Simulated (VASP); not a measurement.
Runs of VASP 6.6.1 on GaSb (d3). The structure is that of space group F-43m (No. 216), or close to it. The cells are those of the table. 

```tsv
task	cell	cutoff (eV)	smearing	gap on the mesh (eV)	pressure (GPa)	relaxed volume (Å³/atom)
single point	a = 4.334 Å, angles 60.0°, 2 atoms	520	gaussian 0.1 eV	none	0.1	-
relaxation of cell and atoms	relaxed from a = 4.326 Å, angles 60.0°, 2 atoms	600	gaussian 0.1 eV	none	0.0	28.83
single point	a = 4.335 Å, angles 60.0°, 2 atoms	520	fermi-dirac 0.15 eV	none	0.1	-
relaxation of cell and atoms	relaxed from a = 4.334 Å, angles 60.0°, 2 atoms	600	fermi-dirac 0.15 eV	none	0.0	(a)
```

Alike in all rows: level PBE+D3(BJ); potentials or basis VASP PAW PBE potentials, release 64 (Ga_d, Sb); no spin polarisation; k mesh 12 × 12 × 12.

Question: Estimate the missing entries.

Answer: (a) 28.84.

Caveats: spin-orbit coupling is left out, which moves the levels of the heavy elements; pairwise dispersion overbinds metals, which lowers pressure and volume.

A k mesh can miss the band edges, and the runs leave out spin-orbit coupling on Ga, Sb.

A gap of «none» marks levels without a gap at the run's occupations.
